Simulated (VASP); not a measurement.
# Ru (P6/mmm) in VASP: further runs

Ru is run at these levels: PBEsol; tasks: relaxation of cell and atoms, single point.

All numbers are computed with VASP 6.6.1; they aren't measurements. Logs are shortened: lines on timing, memory, paths and dates and some standing lists are left out, and cuts for length are marked.

### 1 The cell of the first run

Symmetry: P6/mmm, No. 191, hexagonal system. The conventional cell has a = 4.247 Å, b = 4.247 Å, c = 2.603 Å, α = 90.00°, β = 90.00°, γ = 120.00°. Ru (site symmetry 6/mmm) has 14 Ru at 2.60 to 2.78 Å within 3.4 Å. Within 3.2 Å of Ru (site symmetry -6m2) lie 11 Ru at 2.45 to 2.78 Å.

### 2 Relaxation of cell and atoms, PBEsol

INCAR

```
SYSTEM = Ru
PREC     = Accurate       ! precision mode
ENCUT    = 600            ! plane-wave cutoff, eV
EDIFF    = 1E-6           ! SCF threshold, eV
ISMEAR   = -1             ! smearing method
SIGMA    = 0.1            ! smearing width, eV
LREAL    = .False.        ! projectors in reciprocal space
LASPH    = .True.         ! aspherical terms in the spheres
NELM     = 100            ! most SCF steps
ALGO     = Normal         ! electronic algorithm
ISIF     = 3              ! what is computed and relaxed
LWAVE    = .False.        ! write WAVECAR
LCHARG   = .False.        ! write CHGCAR
GGA      = PS             ! functional
IBRION   = 2              ! ionic algorithm
NSW      = 80             ! ionic steps
EDIFFG   = -0.01          ! ionic threshold
```

KPOINTS

```
regular mesh
0
Gamma
  9 9 12
  0 0 0
```

POSCAR

```
Ru
1.0
    4.2469224303      0.0000000000      0.0000000000
   -2.1234612151      3.6779427125      0.0000000000
    0.0000000000      0.0000000000      2.6033634498
Ru
3
Direct
    0.0000000000      0.0000000000      0.0000000000
    0.3333333333      0.6666666667      0.5000000000
    0.6666666667      0.3333333333      0.5000000000
```

Potentials or basis: VASP PAW PBE potentials, release 64 (Ru_pv).

Launch:

```bash
cat potpaw_PBE.64/Ru_pv/POTCAR > POTCAR
mpirun -np 1 vasp_std > vasp.out
```

OUTCAR:

```text
SYSTEM = Ru
   PREC = Accurate
   ENCUT = 600
   EDIFF = 1E-6
   ISMEAR = -1
   LREAL = .False.
   LASPH = .True.
   NELM = 100
   ISIF = 3
   GGA = PS
   IBRION = 2
   NSW = 80
   EDIFFG = -0.01

 ion  position               nearest neighbor table
   1  0.000  0.000  0.000-   2 2.78   3 2.78   2 2.78   3 2.78   2 2.78   2 2.78   3 2.78   3 2.78
                             3 2.78   3 2.78   2 2.78   2 2.78
   2  0.333  0.667  0.500-   3 2.45   3 2.45   3 2.45   1 2.78   1 2.78   1 2.78   1 2.78   1 2.78
                             1 2.78
   3  0.667  0.333  0.500-   2 2.45   2 2.45   2 2.45   1 2.78   1 2.78   1 2.78   1 2.78   1 2.78
                             1 2.78

  LATTYP: Found a hexagonal cell.
 ALAT       =     4.2469224303
 C/A-ratio  =     0.6130000000

  Lattice vectors:

 A1 = (   4.2469224303,   0.0000000000,   0.0000000000)
 A2 = (  -2.1234612151,   3.6779427125,   0.0000000000)
 A3 = (   0.0000000000,   0.0000000000,   2.6033634498)

Analysis of symmetry for initial positions (statically):
=====================================================================
 Subroutine PRICEL returns:
 Original cell was already a primitive cell.

 Routine SETGRP: Setting up the symmetry group for a
 hexagonal supercell.

 Subroutine GETGRP returns: Found 24 space group operations
 (whereof 24 operations were pure point group operations)
 out of a pool of 24 trial point group operations.

The static configuration has the point symmetry D_6h.

Analysis of symmetry for dynamics (positions and initial velocities):
=====================================================================
 Subroutine PRICEL returns:
 Original cell was already a primitive cell.

 Routine SETGRP: Setting up the symmetry group for a
 hexagonal supercell.

 Subroutine GETGRP returns: Found 24 space group operations
 (whereof 24 operations were pure point group operations)
 out of a pool of 24 trial point group operations.

The dynamic configuration has the point symmetry D_6h.

 Subroutine INISYM returns: Found 24 space group operations
 (whereof 24 operations are pure point group operations),
 and found     1 'primitive' translations

----------------------------------------------------------------------------------------

                                     Primitive cell

  volume of cell :      40.6644

  direct lattice vectors                    reciprocal lattice vectors
     4.246922430  0.000000000  0.000000000     0.235464626  0.135945565  0.000000000
    -2.123461215  3.677942713  0.000000000     0.000000000  0.271891130  0.000000000
     0.000000000  0.000000000  2.603363450     0.000000000  0.000000000  0.384118476

  length of vectors
     4.246922430  4.246922430  2.603363450     0.271891130  0.271891130  0.384118476

  position of ions in fractional coordinates (direct lattice)
     0.000000000  0.000000000  0.000000000
     0.333333333  0.666666667  0.500000000
     0.666666667  0.333333333  0.500000000

  ion indices of the primitive-cell ions
   primitive index   ion index
                 1           1
                 2           2
                 3           3

----------------------------------------------------------------------------------------

 KPOINTS: regular mesh

Automatic generation of k-mesh.
 Grid dimensions read from file:
 generate k-points for:    9    9   12

 Generating k-lattice:

  Cartesian coordinates                     Fractional coordinates (reciprocal lattice)
     0.026162736  0.015105063  0.000000000     0.111111111  0.000000000  0.000000000
     0.000000000  0.030210126  0.000000000     0.000000000  0.111111111  0.000000000
     0.000000000  0.000000000  0.032009873     0.000000000  0.000000000  0.083333333

  Length of vectors
     0.030210126  0.030210126  0.032009873

  Shift w.r.t. Gamma in fractional coordinates (k-lattice)
     0.000000000  0.000000000  0.000000000

 Subroutine IBZKPT returns following result:
 ===========================================

 Found     84 irreducible k-points:

 Following reciprocal coordinates:
            Coordinates               Weight
  0.000000  0.000000  0.000000      1.000000
  0.111111 -0.000000  0.000000      6.000000
  0.222222 -0.000000  0.000000      6.000000
  0.333333 -0.000000  0.000000      6.000000
  0.444444 -0.000000  0.000000      6.000000
  0.111111  0.111111  0.000000      6.000000
[... 16 lines left out ...]
  0.333333  0.222222  0.083333     24.000000
  0.333333  0.333333  0.083333      4.000000
 [... further k-points ...]
   k-points           NKPTS =     84   k-points in BZ     NKDIM =     84   number of bands    NBANDS=     25
   number of dos      NEDOS =    301   number of ions     NIONS =      3
   total plane-waves  NPLWV =  31104
   dimension x,y,z NGX =    36 NGY =   36 NGZ =   24
   dimension x,y,z NGXF=    72 NGYF=   72 NGZF=   48
   ions per type =               3
   NGX,Y,Z   is equivalent  to a cutoff of  14.09, 14.09, 15.33 a.u.
   NGXF,Y,Z  is equivalent  to a cutoff of  28.18, 28.18, 30.65 a.u.
 SYSTEM =  Ru
   PREC   = accura    normal or accurate (medium, high low for compatibility)
   ISTART =      0    job   : 0-new  1-cont  2-samecut
   ICHARG =      2    charge: 1-file 2-atom 10-const
   ISPIN  =      1    spin polarized calculation?
   LNONCOLLINEAR =      F non collinear calculations
   LSORBIT =      F    spin-orbit coupling
   LASPH  =      T    aspherical Exc in radial PAW
   ENCUT  =  600.0 eV  44.10 Ry    6.64 a.u.   8.48  8.48  5.20*2*pi/ulx,y,z
   NELM   =    100;   NELMIN=  2; NELMDL= -5     # of ELM steps
   EDIFF  = 0.1E-05   stopping-criterion for ELM
   LREAL  =      F    real-space projection
   EDIFFG = -.1E-01   stopping-criterion for IOM
   NSW    =     80    number of steps for IOM
   IBRION =      2    ionic relax: 0-MD 1-quasi-New 2-CG
   NFREE  =      1    steps in history (QN), initial steepest desc. (CG)
   ISIF   =      3    stress and relaxation
   ISYM   =      2    0-nonsym 1-usesym 2-fastsym
   POTIM  = 0.5000    time-step for ionic-motion
   TEBEG  =    0.0;   TEEND  =   0.0 temperature during run
   PSTRESS=    0.0 pullay stress
   NELECT =      42.0000    total number of electrons
   NUPDOWN=      -1.0000    fix difference up-down
   EMIN   =  10.00;   EMAX   =-10.00  energy-range for DOS
   EFERMI =   0.00;   METHOD = LEGACY
   ISMEAR =    -1;   SIGMA  =   0.10  broadening in eV -4-tet -1-fermi 0-gaus
   EFERMI_NEDOS =   21; number of points for ismear=-14 and -15
   IALGO  =     38    algorithm
   IMIX   =      4    mixing-type and parameters
     AMIX     =   0.40;   BMIX     =  1.00
     AMIX_MAG =   1.60;   BMIX_MAG =  1.00
  volume/ion in A,a.u.               =      13.55        91.47
  Fermi-wavevector in a.u.,A,eV,Ry     =   1.654829  3.127174 37.259015  2.738460
  Thomas-Fermi vector in A             =   2.743030
   LORBIT       =      0    0 simple, 1 ext, 2 COOP (PROOUT), +10 PAW based schemes
   GGA     = PS    functional components
   LHFCALC =     F    Hartree Fock is set to
   AEXX    =    0.0000 exact exchange contribution
   IVDW    =     0    specifies the selected vdW correction
   LEPSILON=     F    determine dielectric tensor
   LRPA    =     F    only Hartree local field effects (RPA)
 conjugate gradient relaxation of ions
 non-spin polarized calculation
  energy-cutoff  :      600.00
  volume of cell :       40.66
 maximum number of plane-waves:      1402
 NGX is ok and might be reduce to    36
   NGX = 17   NGY = 17   NGZ = 11

--------------------------------------- Ionic step        1  -------------------------------------------

 number of electron      42.0000000 magnetization

 Free energy of the ion-electron system (eV)
  ---------------------------------------------------
  ext. energy  EPLUGINS =         0.00000000
  ---------------------------------------------------
  free energy    TOTEN  =       -29.71533470 eV

  energy without entropy =      -29.60577757  energy(sigma->0) =      -29.66055614

------------------------ aborting loop because EDIFF is reached ----------------------------------------

  FORCE on cell =-STRESS in cart. coord.  units (eV):
  Direction    XX          YY          ZZ          XY          YZ          ZX
  --------------------------------------------------------------------------------------
  -------------------------------------------------------------------------------------
  Total       -0.4318261     -0.4318261      2.3265166     -0.0000000     -0.0000000     -0.0000000
  in kB      -17.0139603    -17.0139603     91.6648110     -0.0000000     -0.0000000     -0.0000000
  external PRESSURE =      19.2122968 kB  Pullay stress =       0.0000000 kB
[... 133 lines left out ...]
  energy  without entropy=      -29.6246098135  energy(sigma->0) =      -29.67861255

--------------------------------------- Ionic step        5  -------------------------------------------

 number of electron      41.9999993 magnetization

 Free energy of the ion-electron system (eV)
  ---------------------------------------------------
  ext. energy  EPLUGINS =         0.00000000
  ---------------------------------------------------
  free energy    TOTEN  =       -29.73796242 eV

  energy without entropy =      -29.62841626  energy(sigma->0) =      -29.68318934

 E-fermi :  12.7940     XC(G=0): -14.2277

 val. band max:       12.7695167636   @ k =   0.3333   0.3333   0.2500
 cond. band min:      12.8065228217   @ k =   0.2222   0.2222   0.2500
 fundamental gap:      0.0370060581
 Fermi energy:        12.7940461314

 k-point     1 :       0.0000    0.0000    0.0000
  band No.  band energies     occupation
      1     -30.8376      2.00000
      2     -30.8376      2.00000
      3     -30.4241      2.00000
      4     -30.4241      2.00000
      5     -30.1203      2.00000
      6     -29.8438      2.00000
[... 661 lines left out ...]
     24      13.6702      0.00031
     25      14.2573      0.00000

 [... further k-points ...]

------------------------ aborting loop because EDIFF is reached ----------------------------------------

  FORCE on cell =-STRESS in cart. coord.  units (eV):
  Direction    XX          YY          ZZ          XY          YZ          ZX
  --------------------------------------------------------------------------------------
  -------------------------------------------------------------------------------------
  Total       -0.0092265     -0.0092265     -0.0240984     -0.0000000     -0.0000000      0.0000000
  in kB       -0.3608725     -0.3608725     -0.9425497     -0.0000000     -0.0000000      0.0000000
  external PRESSURE =      -0.5547649 kB  Pullay stress =       0.0000000 kB
[... 18 lines left out ...]
  FREE ENERGIE OF THE ION-ELECTRON SYSTEM (eV)
  ---------------------------------------------------
  free  energy   TOTEN  =       -29.7379624211 eV

  energy  without entropy=      -29.6284162625  energy(sigma->0) =      -29.68318934

 reached required accuracy - stopping structural energy minimisation
```

Run time: 7.6 min. Hardware: 1 thread of Intel Xeon 6975P-C, shared host; peak memory 0.24 GiB.

What came out:

```
Free energy                            : -29.7380 eV
Relaxed volume                         : 13.65 Å³/atom
Relaxed cell                           : a = 4.224 Å, b = 4.224 Å, c = 2.651 Å, α = 90.00°, β = 90.00°, γ = 120.00°
Space group after relaxing (to 0.05 Å) : P6/mmm (No. 191)
Energy gained by relaxing              : 7.5 meV/atom
Ionic steps                            : 5
Pressure after relaxing                : -0.1 GPa
Band gap on the k mesh                 : zero (band 21 reaches 13.94 eV, above the bottom of band 22 at 11.42 eV)
```

Step by step:
| step | energy change (eV) | largest force (eV/Å) | pressure (GPa) | volume (Å³) |
| --- | --- | --- | --- | --- |
| 1 | 0.0000 | 0.0000 | 1.92 | 40.66 |
| 2 | 0.0012 | 0.0000 | -4.27 | 41.60 |
| 3 | -0.0217 | 0.0000 | -1.38 | 41.12 |
| 4 | -0.0173 | 0.0000 | 3.33 | 40.56 |
| 5 | -0.0226 | 0.0000 | -0.06 | 40.96 |

Final structure:
```
Ru
1.0
     4.22440    0.00000    0.00000
    -2.11220    3.65843    0.00000
     0.00000    0.00000    2.65054
Ru
3
Direct
  0.00000 0.00000 0.00000
  0.33333 0.66667 0.50000
  0.66667 0.33333 0.50000
```

Levels at points of the mesh, in eV from the Fermi level:
```tsv
k point	band 17	band 18	band 19	band 20	band 21	band 22	band 23	band 24	band 25
(0.00, 0.00, 0.00)	-2.90	-2.20	-2.20	-1.48	-1.48	-1.37	-1.37	1.73	1.73
(0.00, 0.00, 0.50)	-2.20	-2.05	-2.05	0.68	0.68	1.38	1.38	2.53	3.54
```

Caveat: the PAW data sets were made with another functional, which shifts forces and pressure a little.

### 3 Single point, PBEsol (volume scaled by 0.92)

INCAR

```
SYSTEM = Ru
  ALGO = Normal
  EDIFF = 1E-6
  ENCUT = 600
  GGA = PS
  GGA_COMPAT = .False.
  ISIF = 2
  ISMEAR = -1
  LASPH = .True.
  LCHARG = .False.
  LREAL = .False.
  LWAVE = .False.
  NBANDS = 31
  NELM = 120
  PREC = Accurate
  SIGMA = 0.1
```

KPOINTS

```
k-points
0
Gamma
  10 10 13
  0 0 0
```

POSCAR

```
Ru
1.0
    4.1079354728      0.0000000000      0.0000000000
   -2.0539677364      3.5575764766      0.0000000000
    0.0000000000      0.0000000000      2.5781084512
Ru
3
Direct
    0.0000000000      1.0000000000      0.0000000000
    0.3333333333      0.6666666667      0.5000000000
    0.6666666667      0.3333333333      0.5000000000
```

Potentials or basis: VASP PAW PBE potentials, release 64 (Ru_sv).

Launch:

```bash
cat potpaw_PBE.64/Ru_sv/POTCAR > POTCAR
mpirun -np 1 vasp_std > vasp.out
```

Run time: 1.8 min. Hardware: 1 thread of AMD EPYC 7R43 (Zen 3), shared host; peak memory 0.21 GiB.

The run converged. Its results:

| Quantity | Value |
| --- | --- |
| Free energy | -29.5660 eV |
| Pressure | 32.8 GPa |
| Band gap on the k mesh | zero (band 24 reaches 18.08 eV, above the bottom of band 25 at 15.33 eV) |

Stress tensor (GPa, compression positive):
```
33.79  0.00  0.00
 0.00 33.79  0.00
 0.00  0.00 30.69
```

Levels at points of the mesh, in eV from the Fermi level:
```tsv
k point	band 22	band 23	band 24	band 25	band 26	band 27
(0.00, 0.00, 0.00)	-2.49	-1.68	-1.68	-1.57	-1.57	2.01
(0.50, 0.00, 0.00)	-1.37	-1.29	0.48	0.96	0.97	1.01
```

Caveat: the cell differs from its parent crystal (volume scaled by 0.92); the PAW data sets were made with another functional, which shifts forces and pressure a little.
